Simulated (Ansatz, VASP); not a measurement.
**Two plane-wave programs on SnSe**

Contents of INCAR:

```
PREC = Accurate
ENCUT = 520
EDIFF = 1E-7
ISMEAR = 0
SIGMA = 0.05
LREAL = F
LASPH = T
NELM = 100
ALGO = Normal
ISIF = 2
LWAVE = F
LCHARG = F
GGA = PE
IVDW = 12
NBANDS = 17
```

File KPOINTS:

```
regular mesh
0
Gamma
  12 12 12
```

The input POSCAR:

```
SnSe
1.0
    0.0000000000      2.6294771989      3.9442157983
    2.6294771989      0.0000000000      3.9442157983
    2.6294771989      2.6294771989      0.0000000000
Sn Se
1 1
Direct
    0.0000000000      0.0000000000      0.0000000000
    0.5000000000      0.5000000000      0.5000000000
```

Input for Ansatz:

```yaml
crystal:
  lattice:
    - [0.0, 2.6294771989, 3.9442157983]
    - [2.6294771989, 0.0, 3.9442157983]
    - [2.6294771989, 2.6294771989, 0.0]
  atoms:
    - { symbol: Sn, position: [0.0, 0.0, 0.0] }
    - { symbol: Se, position: [0.5, 0.5, 0.5] }
basis:
  ecutwfc: 420
kpoints:
  mp_grid: { grid: [12, 12, 12] }
hamiltonian:
  xc: pbe
  dispersion: d3bj
scf:
  occupations: { method: gaussian, width: 0.05 }
output:
  forces: true
  stress: true
  eigenvalues: true
```

Alike in both runs: task single point; functional PBE; dispersion D3(BJ); k mesh 12 × 12 × 12; occupations gaussian, width 0.05 eV; no spin polarisation.

```csv
,VASP,Ansatz
version,VASP 6.6.1,Ansatz 0.2.0
potentials or method,"VASP PAW PBE potentials, release 64 (Sn_d, Se), cutoff 520 eV","scalar-relativistic, plane waves, PAW"
valence electrons in the cell,20,30
```

VASP gave:

| Quantity | Value |
| --- | --- |
| gap on the k mesh at the Fermi level (eV) | none |
| pressure (GPa) | 13.0 |
| traceless stress, the component that is largest in VASP (GPa) | -17.35 |

Task: Estimate Ansatz's values.

Result: gap on the k mesh at the Fermi level (eV): none; pressure (GPa): 13.0; traceless stress, the component that is largest in VASP (GPa): -17.32.

A gap of «none» marks a metal or a gap that the smearing closes. VASP's potentials hold 20 valence electrons a cell and Ansatz's 30, so a difference there can come from the potentials and not from the codes.
